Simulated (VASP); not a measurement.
# SnTe (F-43m) in VASP: vibrations by perturbation theory with LDA

Aim: the vibrations by perturbation theory of SnTe with LDA.

All numbers are computed with VASP 6.6.1; they aren't measurements. Logs are shortened: lines on timing, memory, paths and dates and some standing lists are left out, and cuts for length are marked.

## (1) The cell of the first run

It takes space group F-43m (No. 216, cubic). The conventional cell has a = 7.222 Å, b = 7.222 Å, c = 7.222 Å, α = 90.00°, β = 90.00°, γ = 90.00°. Sn (site symmetry -43m) has 4 Te at 3.13 Å within 4.1 Å. Te (site symmetry -43m) has 4 Sn at 3.13 Å within 4.1 Å.

## (2) Vibrations by perturbation theory, LDA

Input file INCAR:

```
PREC = Accurate ; ENCUT = 500
EDIFF = 1E-8 ; ISMEAR = 0
SIGMA = 0.01 ; LREAL = False
LASPH = True ; NELM = 120
ALGO = Normal ; ISIF = 2
LWAVE = False ; LCHARG = True
GGA = CA ; NBANDS = 17
IBRION = 8 ; NSW = 1
GGA_COMPAT = False
```

Input file KPOINTS:

```
Automatic mesh
0
Gamma
  4 4 4
```

Input file POSCAR:

```
SnTe
1.0
    0.0000000000      3.6111460000      3.6111460000
    3.6111460000      0.0000000000      3.6111460000
    3.6111460000      3.6111460000      0.0000000000
Sn Te
1 1
Direct
    0.0000000000      0.0000000000      0.0000000000
    0.7500000000      0.7500000000      0.7500000000
```

Potentials or basis: VASP PAW LDA potentials, release 64 (Sn_d, Te).

Launch:

```console
$ cat potpaw_LDA.64/Sn_d/POTCAR potpaw_LDA.64/Te/POTCAR > POTCAR
$ mpirun -np 1 vasp_std > vasp.out
```

OUTCAR:

```text
PREC = Accurate
   ENCUT = 500
   EDIFF = 1E-8
   ISMEAR = 0
   LREAL = False
   LASPH = True
   NELM = 120
   ISIF = 2
   GGA = CA
   IBRION = 8
   NSW = 1

 ion  position               nearest neighbor table
   1  0.000  0.000  0.000-   2 3.13   2 3.13   2 3.13   2 3.13
   2  0.750  0.750  0.750-   1 3.13   1 3.13   1 3.13   1 3.13

  LATTYP: Found a face centered cubic cell.
 ALAT       =     7.2222920000

  Lattice vectors:

 A1 = (   0.0000000000,   3.6111460000,   3.6111460000)
 A2 = (   3.6111460000,   0.0000000000,   3.6111460000)
 A3 = (   3.6111460000,   3.6111460000,   0.0000000000)

Analysis of symmetry for initial positions (statically):
[... 5 lines left out ...]
 face centered cubic supercell.

 Subroutine GETGRP returns: Found 24 space group operations
 (whereof 24 operations were pure point group operations)
 out of a pool of 48 trial point group operations.

The static configuration has the point symmetry T_d .

Analysis of symmetry for dynamics (positions and initial velocities):
[... 5 lines left out ...]
 face centered cubic supercell.

 Subroutine GETGRP returns: Found 24 space group operations
 (whereof 24 operations were pure point group operations)
 out of a pool of 48 trial point group operations.

The dynamic configuration has the point symmetry T_d .

 Subroutine INISYM returns: Found 24 space group operations
 (whereof 24 operations are pure point group operations),
 and found     1 'primitive' translations

----------------------------------------------------------------------------------------

                                     Primitive cell

  volume of cell :      94.1814

  direct lattice vectors                    reciprocal lattice vectors
     0.000000000  3.611146000  3.611146000    -0.138460201  0.138460201  0.138460201
     3.611146000  0.000000000  3.611146000     0.138460201 -0.138460201  0.138460201
     3.611146000  3.611146000  0.000000000     0.138460201  0.138460201 -0.138460201

  length of vectors
     5.106931649  5.106931649  5.106931649     0.239820102  0.239820102  0.239820102

[... 288 lines left out ...]
  in kB      -23.7230723    -23.7230723    -23.7230723     -0.0000000      0.0000000     -0.0000000
  external PRESSURE =     -23.7230723 kB  Pullay stress =       0.0000000 kB

 VOLUME and BASIS-vectors are now :
 -----------------------------------------------------------------------------
  energy-cutoff  :      500.00
  volume of cell :       94.18
      direct lattice vectors                 reciprocal lattice vectors
     0.000000000  3.611146000  3.611146000    -0.138460201  0.138460201  0.138460201
     3.611146000  0.000000000  3.611146000     0.138460201 -0.138460201  0.138460201
     3.611146000  3.611146000  0.000000000     0.138460201  0.138460201 -0.138460201

 POSITION                                       TOTAL-FORCE (eV/Angst)
 -----------------------------------------------------------------------------------
      0.00000      0.00000      0.00000         0.000000      0.000000      0.000000
      5.41672      5.41672      5.41672        -0.000000     -0.000000     -0.000000
 -----------------------------------------------------------------------------------
    total drift:                                0.000000      0.000000      0.000000

  FREE ENERGIE OF THE ION-ELECTRON SYSTEM (eV)
  ---------------------------------------------------
  free  energy   TOTEN  =        -8.0055145535 eV

  energy  without entropy=       -8.0049817849  energy(sigma->0) =       -8.00524817

[... ionic steps 2 to 3 ...]

--------------------------------------- Ionic step        4  -------------------------------------------

------------------------ aborting loop because EDIFF is reached ----------------------------------------

[... ionic steps 5 to 6 ...]

--------------------------------------- Ionic step        7  -------------------------------------------

 Free energy of the ion-electron system (eV)
  ---------------------------------------------------
  ---------------------------------------------------
  free energy    TOTEN  =        -0.05136238 eV

  energy without entropy =       -0.05136238

------------------------ aborting loop because EDIFF is reached ----------------------------------------

 INTERNAL STRAIN TENSOR  FOR ION    2  DIRECTION 1   (eV/Angst):
 -----------------------------------------------------------------------------
    -0.01883  0.00000  0.00000
     0.00000  0.00701  2.56092
     0.00000  2.56092  0.00701

 INTERNAL STRAIN TENSOR FOR ION    2 for displacements in x,y,z  (eV/Angst):
          X           Y           Z          XY          YZ          ZX
  --------------------------------------------------------------------------------
  x     0.00000    -0.00000    -0.00000     0.00000     2.56092     0.00000
  y    -0.00000    -0.00000    -0.00000     0.00000     0.00000     2.56092
  z    -0.00000    -0.00000     0.00000     2.56092     0.00000     0.00000

 SECOND DERIVATIVES (NOT SYMMETRIZED)
 ------------------------------------
               1X          1Y          1Z          2X          2Y          2Z
  1X    -2.344839    0.000000    0.000000    2.344839    0.000000    0.000000
  1Y     0.000000   -2.344839    0.000000    0.000000    2.344839    0.000000
  1Z     0.000000    0.000000   -2.344839    0.000000    0.000000    2.344839
  2X     2.351162    0.000000    0.000000   -2.351162    0.000000    0.000000
  2Y     0.000000    2.351162    0.000000    0.000000   -2.351162    0.000000
  2Z     0.000000    0.000000    2.351162    0.000000    0.000000   -2.351162

 Eigenvectors and eigenvalues of the dynamical matrix
 ----------------------------------------------------

   1 f  =    3.054650 THz    19.192930 2PiTHz  101.892146 cm-1    12.633010 meV
             X         Y         Z           dx          dy          dz
      0.000000  0.000000  0.000000     0.000000    0.719287    0.000000
      5.416719  5.416719  5.416719     0.000000   -0.694713    0.000000
[... 21 lines left out ...]
   6 f/i=    0.002055 THz     0.012913 2PiTHz    0.068553 cm-1     0.008500 meV
             X         Y         Z           dx          dy          dz
      0.000000  0.000000  0.000000     0.000000    0.000000   -0.694713
      5.416719  5.416719  5.416719     0.000000    0.000000   -0.719287

--------------------------------------------------------------------------------------------------------

 ELASTIC MODULI CONTR FROM IONIC RELAXATION (kBar)
 Direction    XX          YY          ZZ          XY          YZ          ZX
 --------------------------------------------------------------------------------
 XX          -0.0000     -0.0000      0.0000      0.0000     -0.0000      0.0000
 YY          -0.0000     -0.0000     -0.0000      0.0000      0.0000      0.0000
 ZZ           0.0000     -0.0000     -0.0000     -0.0000      0.0000      0.0000
 XY           0.0000      0.0000     -0.0000    -49.9729      0.0000      0.0000
 YZ          -0.0000      0.0000      0.0000      0.0000    -49.9729      0.0000
 ZX           0.0000      0.0000      0.0000      0.0000      0.0000    -49.9729
 --------------------------------------------------------------------------------
```

OSZICAR:

```text
N       E                     dE             d eps       ncg     rms          rms(c)
DAV:   1     0.125712911920E+03    0.12571E+03   -0.90783E+03   273   0.114E+03
DAV:   2     0.448468222211E+01   -0.12123E+03   -0.11788E+03   281   0.300E+02
DAV:   3    -0.774537608830E+01   -0.12230E+02   -0.12136E+02   346   0.913E+01
DAV:   4    -0.814467390782E+01   -0.39930E+00   -0.39911E+00   325   0.176E+01
[... 48 lines left out ...]
RMM:   9    -0.513623864674E-01   -0.29122E-06    0.10051E-07  1171   0.173E-04    0.362E-05
RMM:  10    -0.513623272109E-01    0.59256E-07    0.51896E-07  1191   0.730E-05    0.141E-05
RMM:  11    -0.513623688982E-01   -0.41687E-07   -0.21772E-08  1183   0.214E-05    0.442E-06
RMM:  12    -0.513623817986E-01   -0.12900E-07    0.61351E-08  1280   0.770E-06    0.140E-06
RMM:  13    -0.513623804297E-01    0.13689E-08   -0.21108E-08   975   0.222E-06    0.104E-06
 Linear response finished
```

stdout:

```text
POSCAR found type information on POSCAR SnTe
 POSCAR found :  2 types and       2 ions
 scaLAPACK will be used
 LDA part: xc-table for (Slater(with rela. corr.)+CA(PZ))
 , standard interpolation
 POSCAR, INCAR and KPOINTS ok, starting setup
 FFT: planning ... GRIDC
 FFT: planning ... GRID_SOFT
 FFT: planning ... GRID
 WAVECAR not read
 entering main loop
 Linear response reoptimize wavefunctions to high precision
 Linear response DOF=           2
 Linear response progress:
 first order change of Fermi-energy   0.29965E-03
 force on displaced ion       1 direction 1 :  -2.345   0.000   0.000
 Linear response progress:
 first order change of Fermi-energy  -0.14197E-03
 force on displaced ion       2 direction 1 :  -2.351   0.000   0.000
 Linear response finished
```

Wall time 63 s (1 thread of Intel Xeon 6975P-C (Granite Rapids), shared host); peak memory 0.28 GiB.

Results:

| Property | Result |
| --- | --- |
| Highest phonon frequency at Γ, LO-TO splitting left out | 102 cm⁻¹ |

Phonon frequencies in cm⁻¹ (negative: imaginary):
| q point | frequencies |
| --- | --- |
| (0.000, 0.000, 0.000) | 0 0 0 102 102 102 |

Caveat: the k points lie up to 0.38 Å⁻¹ apart; the cell wasn't relaxed at this level first, which shifts response properties; spin-orbit coupling is left out, which moves the levels of the heavy elements.
